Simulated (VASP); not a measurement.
# Ti (Fm-3m) in VASP: notebook

Ti is run at these levels: LDA; tasks: single point.

Program: VASP 6.6.1. These are calculated values, not measurements. Logs are shortened: lines on timing, memory, paths and dates and some standing lists are left out, and cuts for length are marked.

### 1 The cell of the first run

The structure is cubic, space group Fm-3m (No. 225). Conventional cell: a = 3.919 Å, b = 3.919 Å, c = 3.919 Å, α = 90.00°, β = 90.00°, γ = 90.00°. Ti (site symmetry m-3m) has 12 Ti at 2.77 Å within 3.7 Å.

### 2 Single point, LDA

INCAR reads:

```
PREC = Accurate ; ENCUT = 520
EDIFF = 1E-6 ; ISMEAR = 0
SIGMA = 0.15 ; LREAL = False
LASPH = True ; NELM = 80
ALGO = Fast ; ISIF = 2
LWAVE = False ; LCHARG = True
GGA = CA ; LELF = True
LVHAR = True ; NBANDS = 12
```

KPOINTS reads:

```
Automatic mesh
0
Gamma
  22 22 22
```

POSCAR reads:

```
Ti
1.0
    0.0000000000      1.9596931354      1.9596931354
    1.9596931354      0.0000000000      1.9596931354
    1.9596931354      1.9596931354      0.0000000000
Ti
1
Direct
    0.0000000000      0.0000000000      0.0000000000
```

Potentials or basis: VASP PAW LDA potentials, release 64 (Ti_sv).

Run with:

```
$ cat potpaw_LDA.64/Ti_sv/POTCAR > POTCAR
$ mpirun -np 1 vasp_std > vasp.out
```

OUTCAR:

```text
PREC = Accurate
   ENCUT = 520
   EDIFF = 1E-6
   ISMEAR = 0
   LREAL = False
   LASPH = True
   NELM = 80
   ISIF = 2
   GGA = CA

 ion  position               nearest neighbor table
   1  0.000  0.000  0.000-

  LATTYP: Found a face centered cubic cell.
 ALAT       =     3.9193862708

  Lattice vectors:

 A1 = (   0.0000000000,   1.9596931354,   1.9596931354)
 A2 = (   1.9596931354,   0.0000000000,   1.9596931354)
 A3 = (   1.9596931354,   1.9596931354,   0.0000000000)

Analysis of symmetry for initial positions (statically):
=====================================================================
 Subroutine PRICEL returns:
 Original cell was already a primitive cell.

 Routine SETGRP: Setting up the symmetry group for a
 face centered cubic supercell.

 Subroutine GETGRP returns: Found 48 space group operations
 (whereof 48 operations were pure point group operations)
 out of a pool of 48 trial point group operations.

The static configuration has the point symmetry O_h .

Analysis of symmetry for dynamics (positions and initial velocities):
=====================================================================
 Subroutine PRICEL returns:
 Original cell was already a primitive cell.

 Routine SETGRP: Setting up the symmetry group for a
 face centered cubic supercell.

 Subroutine GETGRP returns: Found 48 space group operations
 (whereof 48 operations were pure point group operations)
 out of a pool of 48 trial point group operations.

The dynamic configuration has the point symmetry O_h .

 Subroutine INISYM returns: Found 48 space group operations
 (whereof 48 operations are pure point group operations),
 and found     1 'primitive' translations

----------------------------------------------------------------------------------------

                                     Primitive cell

  volume of cell :      15.0520

  direct lattice vectors                    reciprocal lattice vectors
     0.000000000  1.959693135  1.959693135    -0.255141987  0.255141987  0.255141987
     1.959693135  0.000000000  1.959693135     0.255141987 -0.255141987  0.255141987
     1.959693135  1.959693135  0.000000000     0.255141987  0.255141987 -0.255141987

  length of vectors
     2.771424610  2.771424610  2.771424610     0.441918884  0.441918884  0.441918884

  position of ions in fractional coordinates (direct lattice)
     0.000000000  0.000000000  0.000000000

  ion indices of the primitive-cell ions
   primitive index   ion index
                 1           1

[... 75 lines left out ...]
   IBRION =     -1    ionic relax: 0-MD 1-quasi-New 2-CG
   NFREE  =      0    steps in history (QN), initial steepest desc. (CG)
   ISIF   =      2    stress and relaxation
   ISYM   =      2    0-nonsym 1-usesym 2-fastsym
   POTIM  = 0.5000    time-step for ionic-motion
   TEBEG  =    0.0;   TEEND  =   0.0 temperature during run
   PSTRESS=    0.0 pullay stress
   NELECT =      12.0000    total number of electrons
   NUPDOWN=      -1.0000    fix difference up-down
   EMIN   =  10.00;   EMAX   =-10.00  energy-range for DOS
   EFERMI =   0.00;   METHOD = LEGACY
   ISMEAR =     0;   SIGMA  =   0.15  broadening in eV -4-tet -1-fermi 0-gaus
   EFERMI_NEDOS =   21; number of points for ismear=-14 and -15
   IALGO  =     68    algorithm
   IMIX   =      4    mixing-type and parameters
     AMIX     =   0.40;   BMIX     =  1.00
     AMIX_MAG =   1.60;   BMIX_MAG =  1.00
  volume/ion in A,a.u.               =      15.05       101.58
  Fermi-wavevector in a.u.,A,eV,Ry     =   1.517996  2.868596 31.352049  2.304311
  Thomas-Fermi vector in A             =   2.627176
   LORBIT       =      0    0 simple, 1 ext, 2 COOP (PROOUT), +10 PAW based schemes
   GGA     = CA    functional components
   LHFCALC =     F    Hartree Fock is set to
   AEXX    =    0.0000 exact exchange contribution
   IVDW    =     0    specifies the selected vdW correction
   LEPSILON=     F    determine dielectric tensor
   LRPA    =     F    only Hartree local field effects (RPA)
 non-spin polarized calculation
 RMM-DIIS sequential band-by-band and
 Gauss-broadening in eV      SIGMA  =   0.15
  energy-cutoff  :      520.00
  volume of cell :       15.05
 maximum number of plane-waves:       419
 NGX is ok and might be reduce to    24
   NGX = 11   NGY = 11   NGZ = 11

 number of electron      12.0000001 magnetization

 Free energy of the ion-electron system (eV)
  ---------------------------------------------------
  ext. energy  EPLUGINS =         0.00000000
  ---------------------------------------------------
  free energy    TOTEN  =        -8.48445831 eV

  energy without entropy =       -8.46768981  energy(sigma->0) =       -8.47607406

 E-fermi :   9.5985     XC(G=0): -12.4860

 val. band max:        9.5920668853   @ k =  -0.4545   0.2727   0.1364
 cond. band min:       9.6013045130   @ k =  -0.4091   0.1364   0.0455
 fundamental gap:      0.0092376277
 Fermi energy:         9.5985117437

 k-point     1 :       0.0000    0.0000    0.0000
  band No.  band energies     occupation
      1     -46.2205      2.00000
      2     -22.2305      2.00000
      3     -22.2305      2.00000
      4     -22.2305      2.00000
      5       3.2822      2.00000
      6      10.5109      0.00000
      7      10.5109      0.00000
      8      10.5109      0.00000
      9      12.4682      0.00000
     10      12.4682      0.00000
     11      25.7314      0.00000
     12      30.8497      0.00000
[... 331 lines left out ...]
 k-point    24 :      -0.4545    0.0455    0.0000
  band No.  band energies     occupation
      1     -45.9919      2.00000
      2     -23.3017      2.00000
      3     -22.3824      2.00000
      4     -22.3654      2.00000
      5       6.7176      2.00000
      6      10.2057      0.00000
      7      10.3977      0.00000
      8      10.6871      0.00000
      9      13.7261      0.00000
     10      13.9728      0.00000
     11      19.4915      0.00000
     12      25.0861      0.00000

 [... further k-points ...]
[... 5 lines left out ...]
  --------------------------------------------------------------------------------------
  -------------------------------------------------------------------------------------
  Total        0.7746229      0.7746229      0.7746229      0.0000000      0.0000000      0.0000000
  in kB       82.4530462     82.4530462     82.4530462      0.0000000      0.0000000      0.0000000
  external PRESSURE =      82.4530462 kB  Pullay stress =       0.0000000 kB

 VOLUME and BASIS-vectors are now :
 -----------------------------------------------------------------------------
  energy-cutoff  :      520.00
  volume of cell :       15.05
      direct lattice vectors                 reciprocal lattice vectors
     0.000000000  1.959693135  1.959693135    -0.255141987  0.255141987  0.255141987
     1.959693135  0.000000000  1.959693135     0.255141987 -0.255141987  0.255141987
     1.959693135  1.959693135  0.000000000     0.255141987  0.255141987 -0.255141987

 POSITION                                       TOTAL-FORCE (eV/Angst)
 -----------------------------------------------------------------------------------
      0.00000      0.00000      0.00000         0.000000      0.000000      0.000000
 -----------------------------------------------------------------------------------
    total drift:                               -0.000000      0.000000     -0.000000

  FREE ENERGIE OF THE ION-ELECTRON SYSTEM (eV)
  ---------------------------------------------------
  free  energy   TOTEN  =        -8.4844583072 eV

  energy  without entropy=       -8.4676898148  energy(sigma->0) =       -8.47607406
```

stdout:

```text
POSCAR found type information on POSCAR Ti
 POSCAR found :  1 types and       1 ions
 scaLAPACK will be used
 LDA part: xc-table for (Slater(with rela. corr.)+CA(PZ))
 , standard interpolation
 POSCAR, INCAR and KPOINTS ok, starting setup
 FFT: planning ... GRIDC
 FFT: planning ... GRID_SOFT
 FFT: planning ... GRID
 WAVECAR not read
 entering main loop
WARNING in EDDRMM: call to ZHEGV failed, returncode =   8  4     10
WARNING in EDDRMM: call to ZHEGV failed, returncode =   6  3      8
WARNING in EDDRMM: call to ZHEGV failed, returncode =   6  3      5
WARNING in EDDRMM: call to ZHEGV failed, returncode =   6  3      7
WARNING in EDDRMM: call to ZHEGV failed, returncode =   6  3      7
WARNING in EDDRMM: call to ZHEGV failed, returncode =   6  3      5
WARNING in EDDRMM: call to ZHEGV failed, returncode =   6  3      5
```

It took 67 s on 1 thread of Intel Xeon 6975P-C, shared host; peak memory 0.17 GiB.

What came out:

```yaml
Free_energy: -8.4845 eV
Pressure: 8.2 GPa
Band_gap_on_the_k_mesh: zero (band 6 reaches 10.51 eV, above the bottom of band 7 at 9.00 eV)
```

### 3 Single point, LDA

This run uses another cell than the first one, of 16.01 Å³/atom, 1.064 times its volume.

INCAR reads:

```
PREC = Accurate ; ENCUT = 520
EDIFF = 1E-6 ; ISMEAR = 0
SIGMA = 0.15 ; LREAL = False
LASPH = True ; NELM = 80
ALGO = Normal ; ISIF = 2
LWAVE = False ; LCHARG = False
NBANDS = 12
```

KPOINTS is that of step 2.

POSCAR reads:

```
Ti
1.0
    0.0000000000      2.0005327171      2.0005327171
    2.0005327171      0.0000000000      2.0005327171
    2.0005327171      2.0005327171      0.0000000000
Ti
1
Direct
    0.0000000000      0.0000000000      0.0000000000
```

Potentials or basis: VASP PAW LDA potentials, release 64 (Ti_sv).

Run with:

```
$ cat potpaw_LDA.64/Ti_sv/POTCAR > POTCAR
$ mpirun -np 1 vasp_std > vasp.out
```

OUTCAR:

```text
PREC = Accurate
   ENCUT = 520
   EDIFF = 1E-6
   ISMEAR = 0
   LREAL = False
   LASPH = True
   NELM = 80
   ISIF = 2

 ion  position               nearest neighbor table
   1  0.000  0.000  0.000-

  LATTYP: Found a face centered cubic cell.
 ALAT       =     4.0010654342

  Lattice vectors:

 A1 = (   0.0000000000,   2.0005327171,   2.0005327171)
 A2 = (   2.0005327171,   0.0000000000,   2.0005327171)
 A3 = (   2.0005327171,   2.0005327171,   0.0000000000)

Analysis of symmetry for initial positions (statically):
[... 531 lines left out ...]
      6       9.4484      0.00000
      7       9.6648      0.00000
      8       9.8072      0.00000
      9      12.7184      0.00000
     10      12.9421      0.00000
     11      18.0407      0.00000
     12      24.0074      0.00000

 [... further k-points ...]
[... 5 lines left out ...]
  --------------------------------------------------------------------------------------
  -------------------------------------------------------------------------------------
  Total       -0.0032229     -0.0032229     -0.0032229      0.0000000      0.0000000      0.0000000
  in kB       -0.3224756     -0.3224756     -0.3224756      0.0000000      0.0000000      0.0000000
  external PRESSURE =      -0.3224756 kB  Pullay stress =       0.0000000 kB

 VOLUME and BASIS-vectors are now :
 -----------------------------------------------------------------------------
  energy-cutoff  :      520.00
  volume of cell :       16.01
      direct lattice vectors                 reciprocal lattice vectors
     0.000000000  2.000532717  2.000532717    -0.249933428  0.249933428  0.249933428
     2.000532717  0.000000000  2.000532717     0.249933428 -0.249933428  0.249933428
     2.000532717  2.000532717  0.000000000     0.249933428  0.249933428 -0.249933428

 POSITION                                       TOTAL-FORCE (eV/Angst)
 -----------------------------------------------------------------------------------
      0.00000      0.00000      0.00000         0.000000      0.000000      0.000000
 -----------------------------------------------------------------------------------
    total drift:                               -0.000000      0.000000     -0.000000

  FREE ENERGIE OF THE ION-ELECTRON SYSTEM (eV)
  ---------------------------------------------------
  free  energy   TOTEN  =        -8.5082488909 eV

  energy  without entropy=       -8.4901453977  energy(sigma->0) =       -8.49919714
```

Run time: 30 s. Hardware: 1 thread of Intel Xeon 6975P-C, shared host; peak memory 0.17 GiB.

What came out:

| Quantity | Value |
| --- | --- |
| Free energy | -8.5082 eV |
| Pressure | 0.0 GPa |
| Band gap on the k mesh | zero (band 6 reaches 9.76 eV, above the bottom of band 7 at 8.33 eV) |

Levels at points of the mesh, in eV from the Fermi level:
```tsv
k point	band 2	band 3	band 4	band 5	band 6	band 7	band 8	band 9	band 10	band 11
(0.00, 0.00, 0.00)	-32.01	-32.01	-32.01	-6.20	0.89	0.89	0.89	2.68	2.68	15.79
(0.50, 0.00, 0.00)	-32.91	-32.13	-32.13	-2.78	0.74	0.74	0.96	3.92	3.92	9.07
(0.50, 0.50, 0.00)	-32.85	-32.33	-32.33	-2.88	-1.96	3.31	3.89	4.24	4.24	11.56
```

### 4 Single point, LDA

This run uses another cell than the first one, of 16.97 Å³/atom, 1.128 times its volume.

INCAR reads:

```
PREC     = Accurate       # precision mode
ENCUT    = 520            # plane-wave cutoff, eV
EDIFF    = 1E-6           # SCF threshold, eV
ISMEAR   = 0              # smearing method
SIGMA    = 0.15           # smearing width, eV
LREAL    = False          # projectors in reciprocal space
LASPH    = True           # aspherical terms in the spheres
NELM     = 100            # most SCF steps
ALGO     = Normal         # electronic algorithm
ISIF     = 2              # what is computed and relaxed
LWAVE    = False          # write WAVECAR
LCHARG   = False          # write CHGCAR
GGA      = CA             # functional
NBANDS   = 12             # bands
```

KPOINTS reads:

```
regular mesh
0
Gamma
  22 22 22
```

POSCAR reads:

```
Ti
1.0
    0.0000000000      2.0397865982      2.0397865982
    2.0397865982      0.0000000000      2.0397865982
    2.0397865982      2.0397865982      0.0000000000
Ti
1
Direct
    0.0000000000      0.0000000000      0.0000000000
```

Run with:

```
$ cat potpaw_LDA.64/Ti_sv/POTCAR > POTCAR
$ mpirun -np 1 vasp_std > vasp.out
```

Run time: 29 s. Hardware: 1 thread of Intel Xeon 6975P-C, shared host; peak memory 0.18 GiB.

The run converged. Its results:

| Item | Value |
| --- | --- |
| Free energy | -8.4883 eV |
| Pressure | -6.5 GPa |
| Band gap on the k mesh | zero (band 6 reaches 9.09 eV, above the bottom of band 7 at 7.72 eV) |

Levels at points of the mesh, in eV from the Fermi level:
```tsv
k point	band 3	band 4	band 5	band 6	band 7	band 8	band 9	band 10
(0.00, 0.00, 0.00)	-32.18	-32.18	-6.07	0.86	0.86	0.86	2.51	2.51
(0.50, 0.00, 0.00)	-32.28	-32.28	-2.64	0.72	0.72	0.79	3.65	3.65
(0.50, 0.50, 0.00)	-32.44	-32.44	-2.66	-1.79	3.02	3.62	3.95	3.95
```

### 5 Single point, LDA

This run uses another cell than the first one, of 17.93 Å³/atom, 1.191 times its volume.

INCAR reads:

```
SYSTEM = Ti
  PREC = Accurate
  ENCUT = 520
  EDIFF = 1E-7
  ISMEAR = 0
  SIGMA = 0.15
  LREAL = .False.
  LASPH = .True.
  NELM = 80
  ALGO = Normal
  ISIF = 2
  LWAVE = .False.
  LCHARG = .False.
  GGA = CA
  NBANDS = 12
```

KPOINTS reads:

```
Automatic mesh
0
Gamma
  22 22 22
  0 0 0
```

POSCAR reads:

```
Ti
1.0
    0.0000000000      2.0775383847      2.0775383847
    2.0775383847      0.0000000000      2.0775383847
    2.0775383847      2.0775383847      0.0000000000
Ti
1
Direct
    0.0000000000      0.0000000000      0.0000000000
```

Potentials or basis: VASP PAW LDA potentials, release 64 (Ti_sv).

Run with:

```
$ cat potpaw_LDA.64/Ti_sv/POTCAR > POTCAR
$ mpirun -np 1 vasp_std > vasp.out
```

OUTCAR:

```text
SYSTEM = Ti
   PREC = Accurate
   ENCUT = 520
   EDIFF = 1E-7
   ISMEAR = 0
   LREAL = .False.
   LASPH = .True.
   NELM = 80
   ISIF = 2
   GGA = CA

 ion  position               nearest neighbor table
   1  0.000  0.000  0.000-

  LATTYP: Found a face centered cubic cell.
 ALAT       =     4.1550767694

  Lattice vectors:

 A1 = (   0.0000000000,   2.0775383847,   2.0775383847)
 A2 = (   2.0775383847,   0.0000000000,   2.0775383847)
 A3 = (   2.0775383847,   2.0775383847,   0.0000000000)

Analysis of symmetry for initial positions (statically):
=====================================================================
 Subroutine PRICEL returns:
 Original cell was already a primitive cell.

 Routine SETGRP: Setting up the symmetry group for a
 face centered cubic supercell.

 Subroutine GETGRP returns: Found 48 space group operations
 (whereof 48 operations were pure point group operations)
 out of a pool of 48 trial point group operations.

The static configuration has the point symmetry O_h .

Analysis of symmetry for dynamics (positions and initial velocities):
[... 170 lines left out ...]
      4     -24.6900      2.00000
      5       1.7048      2.00000
      6       8.4717      0.00000
      7       8.4717      0.00000
      8       8.4717      0.00000
      9      10.0040      0.00000
     10      10.0040      0.00000
     11      22.8206      0.00000
     12      27.0478      0.00000
[... 331 lines left out ...]
 k-point    24 :      -0.4545    0.0455    0.0000
  band No.  band energies     occupation
      1     -48.3109      2.00000
      2     -25.3021      2.00000
      3     -24.7801      2.00000
      4     -24.7705      2.00000
      5       5.1672      2.00000
      6       8.0945      0.00003
      7       8.3930      0.00000
      8       8.4054      0.00000
      9      10.9936      0.00000
     10      11.1822      0.00000
     11      15.5914      0.00000
     12      22.1328      0.00000

 [... further k-points ...]

------------------------ aborting loop because EDIFF is reached ----------------------------------------

  FORCE on cell =-STRESS in cart. coord.  units (eV):
  Direction    XX          YY          ZZ          XY          YZ          ZX
  --------------------------------------------------------------------------------------
  -------------------------------------------------------------------------------------
  Total       -1.2687303     -1.2687303     -1.2687303      0.0000000     -0.0000000      0.0000000
  in kB     -113.3450973   -113.3450973   -113.3450973      0.0000000     -0.0000000      0.0000000
  external PRESSURE =    -113.3450973 kB  Pullay stress =       0.0000000 kB

 VOLUME and BASIS-vectors are now :
 -----------------------------------------------------------------------------
  energy-cutoff  :      520.00
  volume of cell :       17.93
      direct lattice vectors                 reciprocal lattice vectors
     0.000000000  2.077538385  2.077538385    -0.240669440  0.240669440  0.240669440
     2.077538385  0.000000000  2.077538385     0.240669440 -0.240669440  0.240669440
     2.077538385  2.077538385  0.000000000     0.240669440  0.240669440 -0.240669440

 POSITION                                       TOTAL-FORCE (eV/Angst)
 -----------------------------------------------------------------------------------
      0.00000      0.00000      0.00000         0.000000     -0.000000      0.000000
 -----------------------------------------------------------------------------------
    total drift:                                0.000000      0.000000      0.000000

  FREE ENERGIE OF THE ION-ELECTRON SYSTEM (eV)
  ---------------------------------------------------
  free  energy   TOTEN  =        -8.4346910522 eV

  energy  without entropy=       -8.4139316861  energy(sigma->0) =       -8.42431137
```

stdout:

```text
POSCAR found type information on POSCAR Ti
 POSCAR found :  1 types and       1 ions
 scaLAPACK will be used
 LDA part: xc-table for (Slater(with rela. corr.)+CA(PZ))
 , standard interpolation
 POSCAR, INCAR and KPOINTS ok, starting setup
 FFT: planning ... GRIDC
 FFT: planning ... GRID_SOFT
 FFT: planning ... GRID
 WAVECAR not read
 entering main loop
```

Run time: 32 s. Hardware: 1 thread of Intel Xeon 6975P-C, shared host; peak memory 0.19 GiB.

What came out:

```
Free energy            : -8.4347 eV
Pressure               : -11.3 GPa
Band gap on the k mesh : zero (band 6 reaches 8.47 eV, above the bottom of band 7 at 7.17 eV)
```

### 6 Overview

| cell | gap on the mesh (eV) | pressure (GPa) |
| --- | --- | --- |
| a = 2.771 Å, angles 60.0°, 1 atom | none | 8.2 |
| a = 2.829 Å, angles 60.0°, 1 atom | none | 0.0 |
| a = 2.885 Å, angles 60.0°, 1 atom | none | -6.5 |
| a = 2.938 Å, angles 60.0°, 1 atom | none | -11.3 |

Alike in all rows: task single point; level LDA; potentials or basis VASP PAW LDA potentials, release 64 (Ti_sv); no spin polarisation; k mesh 22 × 22 × 22; cutoff (eV) 520; smearing gaussian 0.15 eV.

Absolute energies hang on the potentials; compare differences alone.
